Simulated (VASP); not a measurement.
Write the native input for VASP 6.6.1 that does the following.

```
Task                   : single point
Functional             : PBEsol
Dispersion             : D3(BJ)
Potentials or basis    : VASP PAW PBE potentials, release 64 (Ti_sv, Al)
Cutoff                 : 520 eV
k mesh                 : 8 × 8 × 8
Occupations            : fermi-dirac, width 0.05 eV
Spin                   : no spin polarisation
Dipole correction      : no
Further INCAR settings : ALGO = Normal; EDIFF = 1e-06; NBANDS = 14
```

The structure of TiAl lies in POSCAR:

```
TiAl
1.0
    3.1132208559      0.0000000000      0.0000000000
    0.0000000000      3.1132208559      0.0000000000
    0.0000000000      0.0000000000      3.1132208559
Ti Al
1 1
Direct
    0.0000000000      0.0000000000      0.0000000000
    0.5000000000      0.5000000000      0.5000000000
```

These files were run (other wordings do the same):

INCAR

```
SYSTEM = TiAl
PREC = Accurate ; ENCUT = 520
EDIFF = 1E-6 ; ISMEAR = -1
SIGMA = 0.05 ; LREAL = .False.
LASPH = .True. ; NELM = 80
ALGO = Normal ; ISIF = 2
LWAVE = .False. ; LCHARG = .False.
GGA = PS ; IVDW = 12
NBANDS = 14
```

KPOINTS

```
Automatic mesh
0
Gamma
  8 8 8
  0 0 0
```

Potentials or basis: VASP PAW PBE potentials, release 64 (Ti_sv, Al).

Command:

```bash
$ cat potpaw_PBE.64/Ti_sv/POTCAR potpaw_PBE.64/Al/POTCAR > POTCAR
$ mpirun -np 1 vasp_std > vasp.out
```

Results of the run:

```json
{
 "Pressure": "0.0 GPa",
 "Dispersion energy per atom": "-0.505 eV"
}
```

Caveat: the PAW data sets were made with another functional, which shifts forces and pressure a little; pairwise dispersion overbinds metals, which lowers pressure and volume.

Wall time 16 s on 1 thread of AMD EPYC 7R43 64-Core Processor (Zen 3), on a shared host, peak memory 0.12 GiB.
